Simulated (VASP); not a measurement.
Write the native input for VASP 6.6.1 that does the following.

| Item | Value |
| --- | --- |
| Task | single point |
| Functional | PBEsol |
| Dispersion | D4 |
| Potentials or basis | VASP PAW PBE potentials, release 64 (Zr_sv) |
| Cutoff | 520 eV |
| k mesh | 7 × 7 × 3 |
| Occupations | fermi-dirac, width 0.1 eV |
| Spin | no spin polarisation |
| Dipole correction | no |
| Further INCAR settings | ALGO = Normal; EDIFF = 1e-07; NBANDS = 19 |

The structure of Zr lies in POSCAR:

```
Zr
1.0
    3.6045837400      0.0000000000      0.0000000000
    0.0000000000      3.6045837400      0.0000000000
    0.0000000000      0.0000000000      7.8450805500
Zr
2
Direct
    0.5000000000      0.5000000000      0.2665635500
    0.0000000000      0.0000000000      0.7339377300
```

One way to write it, as run:

INCAR

```
  PREC = Accurate
  ENCUT = 520
  EDIFF = 1E-7
  ISMEAR = -1
  SIGMA = 0.1
  LREAL = False
  LASPH = True
  NELM = 80
  ALGO = Normal
  ISIF = 2
  LWAVE = False
  LCHARG = False
  GGA = PS
  IVDW = 13
  NBANDS = 19
```

KPOINTS

```
regular mesh
0
Gamma
  7 7 3
```

Potentials or basis: VASP PAW PBE potentials, release 64 (Zr_sv).

Run with:

```bash
$ cat potpaw_PBE.64/Zr_sv/POTCAR > POTCAR
$ mpirun -np 1 vasp_std > vasp.out
```

It gave:

```
Pressure                   : -11.2 GPa
Largest force              : 0.282 eV/Å
Band gap on the k mesh     : zero (bands 12 and 13 overlap by 0.62 eV)
Dispersion energy per atom : -0.158 eV
```

Caveat: the cell stands under tension; the PAW data sets were made with another functional, which shifts forces and pressure a little.

Run time: 46 s on 1 thread of AMD EPYC 7R13 (shared host), peak memory 0.17 GiB.
